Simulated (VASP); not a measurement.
BaZrO3, 5 atoms in the cell. It takes space group Pmm2 (No. 25, orthorhombic). Conventional cell: a = 4.191 Å, b = 4.191 Å, c = 4.149 Å, α = 90.00°, β = 90.00°, γ = 90.00°. Ba (site symmetry mm2) has 12 O at 2.89 to 3.01 Å and 8 Zr at 3.62 Å within 3.8 Å. Within 2.7 Å of Zr (site symmetry mm2) lie 6 O at 2.07 to 2.10 Å. Within 2.7 Å of O (site symmetry mm2) lie 2 Zr at 2.07 Å. Within 2.8 Å of O (site symmetry mm2) lie 2 Zr at 2.10 Å. Within 3.1 Å of O (site symmetry mm2) lie 2 Zr at 2.10 Å and 4 Ba at 2.89 to 3.01 Å and 8 O at 2.89 to 3.01 Å.  This cell differs from its parent crystal: last atom moved by 0.08 Å along z, cell strained by -1.0% along z.

- Program: VASP 6.6.1
- Task: single point
- Functional: r2SCAN
- Potentials or basis: VASP PAW PBE potentials, release 64 (Ba_sv, Zr_sv, O)
- Cutoff: 840 eV
- k mesh: 8 × 8 × 8
- Occupations: gaussian, width 0.03 eV
- Spin: no spin polarisation
- Tolerance level: standard
- Purpose: forces
- Further INCAR settings: ALGO = Normal; EDIFF = 1e-07; NBANDS = 46

Potentials or basis: VASP PAW PBE potentials, release 64 (Ba_sv, Zr_sv, O).

Command:

```console
$ cat potpaw_PBE.64/Ba_sv/POTCAR potpaw_PBE.64/Zr_sv/POTCAR potpaw_PBE.64/O/POTCAR > POTCAR
$ mpirun -np 4 vasp_std > vasp.out
```

Hardware: 4 MPI ranks on Intel(R) Xeon(R) 6975P-C (Granite Rapids) (shared host).

Q: How long does it take, and how much memory?

A: It took 8.1 min on 4 MPI ranks on Intel(R) Xeon(R) 6975P-C (Granite Rapids), with other jobs on the host, peak memory 0.77 GiB a rank. Counts: scf iterations 24, k points 125.
